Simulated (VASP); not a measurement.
Set up this calculation in VASP 6.6.1, as the native input.

| Quantity | Value |
| --- | --- |
| Task | single point |
| Functional | PBEsol |
| Potentials or basis | VASP PAW PBE potentials, release 64 (Sr_sv) |
| Cutoff | 520 eV |
| k mesh | 6 × 6 × 9 |
| Occupations | fermi-dirac, width 0.1 eV |
| Spin | no spin polarisation |
| Dipole correction | no |
| Further INCAR settings | ALGO = Normal; EDIFF = 1e-06; NBANDS = 22 |

The structure of Sr lies in POSCAR:

```
Sr
1.0
    6.7288728282      0.0000000000      0.0000000000
   -3.3644364141      5.8273748080      0.0000000000
    0.0000000000      0.0000000000      4.0138947299
Sr
3
Direct
    0.0000000000      1.0000000000      0.0000000000
    0.3333333333      0.6666666667      0.5000000000
    0.6666666667      0.3333333333      0.5000000000
```

This isn't the form of Sr at room conditions, which is fcc.

One way to write it, as run:

INCAR

```
  PREC = Accurate
  ENCUT = 520
  EDIFF = 1E-6
  ISMEAR = -1
  SIGMA = 0.1
  LREAL = False
  LASPH = True
  NELM = 80
  ALGO = Normal
  ISIF = 2
  LWAVE = False
  LCHARG = True
  GGA = PS
  LELF = True
  LVHAR = True
  NBANDS = 22
```

KPOINTS

```
Automatic mesh
0
Gamma
  6 6 9
```

Potentials or basis: VASP PAW PBE potentials, release 64 (Sr_sv).

Command:

```console
$ cat potpaw_PBE.64/Sr_sv/POTCAR > POTCAR
$ mpirun -np 1 vasp_std > vasp.out
```

It gave:

```json
{
  "Pressure": "0.0 GPa",
  "Band gap on the k mesh": "zero (bands 15 and 16 overlap by 0.18 eV)"
}
```

Caveat: the PAW data sets were made with another functional, which shifts forces and pressure a little.

Wall time 2.8 min on 1 thread of Intel Xeon 8259CL, with other jobs on the host, peak memory 0.3 GiB.
